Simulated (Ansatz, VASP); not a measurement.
# Lu in VASP and in Ansatz

```
CELL_PARAMETERS angstrom
3.46246 0.00000 0.00000
-1.73123 2.99858 0.00000
0.00000 0.00000 5.49137
ATOMIC_POSITIONS crystal
Lu 0.33333 0.66667 0.25000
Lu 0.66667 0.33333 0.75000
```

Change from the starting cell: volume scaled by 0.96, crystal datasets.

Alike in both runs: task electric field gradients; functional PBEsol; k mesh 13 × 13 × 8; occupations fermi-dirac, width 0.03 eV; no spin polarisation.

|  | VASP | Ansatz |
| --- | --- | --- |
| version | VASP 6.6.1 | Ansatz 0.2.0 |
| potentials or method | VASP PAW PBE potentials, release 64 (Lu), cutoff 520 eV | all-electron PAW with datasets made for the crystal, scalar-relativistic |

```csv
,VASP,Ansatz,Ansatz less VASP
pressure (GPa),-1.6,-1.7,-0.12
"traceless stress, the component that is largest in VASP (GPa)",-1.00,-0.99,+0.006
size of Vzz on the site where it differs most (V/Å²),63.7,56.4,-7.34
```

VASP's potentials were made for PBE, not for PBEsol. Ansatz ran all-electron here, and VASP with PAW potentials.

Spin-orbit coupling is off throughout.
